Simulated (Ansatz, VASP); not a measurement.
SiO2: VASP beside Ansatz

```
CELL_PARAMETERS angstrom
4.25490 0.00000 0.00000
0.00000 4.25490 0.00000
0.00000 0.00000 2.91680
ATOMIC_POSITIONS crystal
Si 0.50000 0.50000 0.50000
Si 0.00000 0.00000 0.00000
O 0.69443 0.69443 0.00000
O 0.19443 0.80557 0.50000
O 0.30557 0.30557 0.00000
O 0.80557 0.19443 0.50000
```

Alike in both runs: task single point; functional LDA; k mesh 6 × 6 × 8; occupations gaussian, width 0.05 eV; no spin polarisation.

|  | VASP | Ansatz |
| --- | --- | --- |
| version | VASP 6.6.1 | Ansatz 0.2.0 |
| potentials or method | VASP PAW LDA potentials, release 64 (Si, O), cutoff 520 eV | scalar-relativistic, plane waves, PAW |
| valence electrons in the cell | 32 | 32 |

VASP gave:

| Item | Value |
| --- | --- |
| gap on the k mesh at the Fermi level (eV) | 3.22 |
| least direct gap on the mesh (eV) | 3.22 |
| rms of the force components (eV/Å) | 0.041 |

Question: What did Ansatz give for the same quantities?

Answer: gap on the k mesh at the Fermi level (eV): 3.22; least direct gap on the mesh (eV): 3.22; rms of the force components (eV/Å): 0.044.

Ansatz warns that its potentials were made for another functional, while VASP's fit it. LDA's correlation is that of Perdew and Zunger in VASP and of Perdew and Wang (1992) in Ansatz. Atom by atom the forces differ by 0.003 eV/Å (rms over components).
